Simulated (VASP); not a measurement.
# BeZn3Te4 (Pmn2_1) in VASP: single point with PBE

Aim: the single point of BeZn3Te4 with PBE.

All numbers are computed with VASP 6.6.1; they aren't measurements. Logs are shortened: lines on timing, memory, paths and dates and some standing lists are left out, and cuts for length are marked.

**1. The cell of the first run**

It takes space group Pmn2_1 (No. 31, orthorhombic). The conventional cell has a = 8.527 Å, b = 7.382 Å, c = 7.024 Å, α = 90.00°, β = 90.00°, γ = 90.00°. Be (site symmetry m) has 4 Te at 2.46 to 2.47 Å within 3.2 Å. Within 3.5 Å of Zn (site symmetry m) lie 4 Te at 2.67 to 2.69 Å. Zn (site symmetry 1) has 4 Te at 2.66 to 2.67 Å within 3.5 Å. Within 3.3 Å of Te (site symmetry 1) lie 1 Be at 2.47 Å and 3 Zn at 2.67 to 2.69 Å. Within 3.2 Å of Te (site symmetry m) lie 1 Be at 2.46 Å and 3 Zn at 2.66 to 2.68 Å. Te (site symmetry m) has 1 Be at 2.47 Å and 3 Zn at 2.66 to 2.67 Å within 3.3 Å.

**2. Single point, PBE**

INCAR

```
PREC = Accurate
ENCUT = 520
EDIFF = 1E-7
ISMEAR = 0
SIGMA = 0.02
LREAL = Auto
LASPH = True
NELM = 100
ALGO = Normal
ISIF = 2
LWAVE = False
LCHARG = False
GGA = PE
NBANDS = 76
```

KPOINTS

```
regular mesh
0
Gamma
  4 4 4
```

POSCAR

```
BeZn3Te4
1.0
    8.5268161657      0.0000000000      0.0000000000
    0.0000000000      7.3824209390      0.0000000000
    0.0000000000      0.0000000000      7.0236592817
Be Zn Te
2 6 8
Direct
    0.5000000000      0.1690785171      0.4992281796
    0.0000000000      0.8309214829      0.9992281796
    0.0000000000      0.1598306494      0.5003535457
    0.7510846320      0.3307007263      0.0017481575
    0.2489153680      0.3307007263      0.0017481575
    0.5000000000      0.8401693506      0.0003535457
    0.2510846320      0.6692992737      0.5017481575
    0.7489153680      0.6692992737      0.5017481575
    0.2631915517      0.3258314752      0.3821476997
    0.7368084483      0.3258314752      0.3821476997
    0.0000000000      0.1448317869      0.8814305081
    0.5000000000      0.1723053480      0.8511960522
    0.7631915517      0.6741685248      0.8821476997
    0.2368084483      0.6741685248      0.8821476997
    0.0000000000      0.8276946520      0.3511960522
    0.5000000000      0.8551682131      0.3814305081
```

Potentials or basis: VASP PAW PBE potentials, release 64 (Be, Zn, Te).

Started as:

```console
$ cat potpaw_PBE.64/Be/POTCAR potpaw_PBE.64/Zn/POTCAR potpaw_PBE.64/Te/POTCAR > POTCAR
$ mpirun -np 1 vasp_std > vasp.out
```

OUTCAR:

```text
PREC = Accurate
   ENCUT = 520
   EDIFF = 1E-7
   ISMEAR = 0
   LREAL = Auto
   LASPH = True
   NELM = 100
   ISIF = 2
   GGA = PE

 ion  position               nearest neighbor table
   1  0.500  0.169  0.499-  16 2.46  10 2.47   9 2.47  12 2.47
   2  0.000  0.831  0.999-  11 2.46  13 2.47  14 2.47  15 2.47
   3  0.000  0.160  0.500-  15 2.67  11 2.68   9 2.69  10 2.69
   4  0.751  0.331  0.002-  12 2.66  11 2.66  13 2.67  10 2.67
   5  0.249  0.331  0.002-  12 2.66  11 2.66  14 2.67   9 2.67
   6  0.500  0.840  0.000-  12 2.67  16 2.68  14 2.69  13 2.69
[... 8 lines left out ...]
  15  0.000  0.828  0.351-   2 2.47   7 2.66   8 2.66   3 2.67
  16  0.500  0.855  0.381-   1 2.46   7 2.66   8 2.66   6 2.68

  LATTYP: Found a simple orthorhombic cell.
 ALAT       =     7.0236592817
 B/A-ratio  =     1.0510790235
 C/A-ratio  =     1.2140133545

  Lattice vectors:

 A1 = (   0.0000000000,   0.0000000000,  -7.0236592817)
 A2 = (   0.0000000000,   7.3824209390,   0.0000000000)
 A3 = (   8.5268161657,   0.0000000000,   0.0000000000)

Analysis of symmetry for initial positions (statically):
=====================================================================
 Subroutine PRICEL returns:
 Original cell was already a primitive cell.

 Routine SETGRP: Setting up the symmetry group for a
 simple orthorhombic supercell.

 Subroutine GETGRP returns: Found  4 space group operations
 (whereof  2 operations were pure point group operations)
 out of a pool of  8 trial point group operations.

The static configuration has the point symmetry C_1h.
 The point group associated with its full space group is C_2v.

Analysis of symmetry for dynamics (positions and initial velocities):
=====================================================================
 Subroutine PRICEL returns:
 Original cell was already a primitive cell.

 Routine SETGRP: Setting up the symmetry group for a
 simple orthorhombic supercell.

 Subroutine GETGRP returns: Found  4 space group operations
 (whereof  2 operations were pure point group operations)
 out of a pool of  8 trial point group operations.

The dynamic configuration has the point symmetry C_1h.
 The point group associated with its full space group is C_2v.

 Subroutine INISYM returns: Found  4 space group operations
 (whereof  2 operations are pure point group operations),
 and found     1 'primitive' translations

----------------------------------------------------------------------------------------

                                     Primitive cell
[... 126 lines left out ...]
   ISYM   =      2    0-nonsym 1-usesym 2-fastsym
   POTIM  = 0.5000    time-step for ionic-motion
   TEBEG  =    0.0;   TEEND  =   0.0 temperature during run
   PSTRESS=    0.0 pullay stress
   NELECT =     124.0000    total number of electrons
   NUPDOWN=      -1.0000    fix difference up-down
   EMIN   =  10.00;   EMAX   =-10.00  energy-range for DOS
   EFERMI =   0.00;   METHOD = LEGACY
   ISMEAR =     0;   SIGMA  =   0.02  broadening in eV -4-tet -1-fermi 0-gaus
   EFERMI_NEDOS =   21; number of points for ismear=-14 and -15
   IALGO  =     38    algorithm
   IMIX   =      4    mixing-type and parameters
     AMIX     =   0.40;   BMIX     =  1.00
     AMIX_MAG =   1.60;   BMIX_MAG =  1.00
  volume/ion in A,a.u.               =      27.63       186.48
  Fermi-wavevector in a.u.,A,eV,Ry     =   1.071599  2.025029 15.623906  1.148325
  Thomas-Fermi vector in A             =   2.207344
   LORBIT       =      0    0 simple, 1 ext, 2 COOP (PROOUT), +10 PAW based schemes
   GGA     = PE    functional components
   LHFCALC =     F    Hartree Fock is set to
   AEXX    =    0.0000 exact exchange contribution
   IVDW    =     0    specifies the selected vdW correction
   LEPSILON=     F    determine dielectric tensor
   LRPA    =     F    only Hartree local field effects (RPA)
 non-spin polarized calculation
 Gauss-broadening in eV      SIGMA  =   0.02
  energy-cutoff  :      520.00
  volume of cell :      442.13
 maximum number of plane-waves:     11936
 NGX is ok and might be reduce to    64
   NGX = 31   NGY = 27   NGZ = 27

 number of electron     124.0000061 magnetization

 Free energy of the ion-electron system (eV)
  ---------------------------------------------------
  ext. energy  EPLUGINS =         0.00000000
  ---------------------------------------------------
  free energy    TOTEN  =       -46.19294202 eV

  energy without entropy =      -46.19294202  energy(sigma->0) =      -46.19294202

 E-fermi :   3.4665     XC(G=0):  -8.8562

 val. band max:        3.3755749026   @ k =   0.0000   0.0000   0.0000
 cond. band min:       4.9875437903   @ k =   0.0000   0.0000   0.0000
 fundamental gap:      1.6119688877
 Fermi energy:         3.4664585712

 k-point     1 :       0.0000    0.0000    0.0000
  band No.  band energies     occupation
      1      -8.3960      2.00000
      2      -7.5955      2.00000
      3      -7.4761      2.00000
      4      -7.4562      2.00000
      5      -7.4275      2.00000
      6      -7.1435      2.00000
[... 1837 lines left out ...]
     73       7.8644      0.00000
     74       7.8644      0.00000

 [... further k-points ...]

 [bands above 74 left out]

------------------------ aborting loop because EDIFF is reached ----------------------------------------

  FORCE on cell =-STRESS in cart. coord.  units (eV):
  Direction    XX          YY          ZZ          XY          YZ          ZX
  --------------------------------------------------------------------------------------
  -------------------------------------------------------------------------------------
  Total        0.2363965      0.2178061      0.2353170      0.0000000      0.0000000      0.0000000
  in kB        0.8566482      0.7892807      0.8527364      0.0000000      0.0000000      0.0000000
  external PRESSURE =       0.8328884 kB  Pullay stress =       0.0000000 kB

 VOLUME and BASIS-vectors are now :
 -----------------------------------------------------------------------------
  energy-cutoff  :      520.00
  volume of cell :      442.13
      direct lattice vectors                 reciprocal lattice vectors
     8.526816166  0.000000000  0.000000000     0.117277068  0.000000000  0.000000000
     0.000000000  7.382420939  0.000000000     0.000000000  0.135456920  0.000000000
     0.000000000  0.000000000  7.023659282     0.000000000  0.000000000  0.142375927

 POSITION                                       TOTAL-FORCE (eV/Angst)
 -----------------------------------------------------------------------------------
      4.26341      1.24821      3.50641         0.000000     -0.000122      0.000364
      0.00000      6.13421      7.01824         0.000000      0.000122      0.000364
      0.00000      1.17994      3.51431         0.000000      0.001580      0.000208
      6.40436      2.44137      0.01228        -0.002612      0.001752      0.001997
      2.12246      2.44137      0.01228         0.002612      0.001752      0.001997
      4.26341      6.20248      0.00248         0.000000     -0.001580      0.000208
[... 8 lines left out ...]
      0.00000      6.11039      2.46668         0.000000      0.003330     -0.001900
      4.26341      6.31321      2.67904         0.000000     -0.004266      0.001533
 -----------------------------------------------------------------------------------
    total drift:                                0.000000      0.000000     -0.003474

  FREE ENERGIE OF THE ION-ELECTRON SYSTEM (eV)
  ---------------------------------------------------
  free  energy   TOTEN  =       -46.1929420190 eV

  energy  without entropy=      -46.1929420190  energy(sigma->0) =      -46.19294202
```

Wall time 28 min (1 thread of Oxide Virtual Turin-like, shared host); peak memory 0.78 GiB.

Results:

| Item | Value |
| --- | --- |
| Free energy | -46.1929 eV |
| Pressure | 0.1 GPa |
| Largest force | 0.010 eV/Å |
| Band gap on the k mesh | 1.61 eV |

Forces on the atoms (eV/Å):
```
Be   0.000  0.000  0.000
Be   0.000  0.000  0.000
Zn   0.000  0.002  0.000
Zn  -0.003  0.002  0.002
Zn   0.003  0.002  0.002
Zn   0.000 -0.002  0.000
Zn  -0.003 -0.002  0.002
Zn   0.003 -0.002  0.002
Te  -0.007  0.008 -0.002
Te   0.007  0.008 -0.002
Te   0.000  0.004  0.002
Te   0.000 -0.003 -0.002
Te  -0.007 -0.008 -0.002
Te   0.007 -0.008 -0.002
Te   0.000  0.003 -0.002
Te   0.000 -0.004  0.002
```

Caveat: spin-orbit coupling is left out, which moves the levels of the heavy elements. A k mesh can miss the band edges.
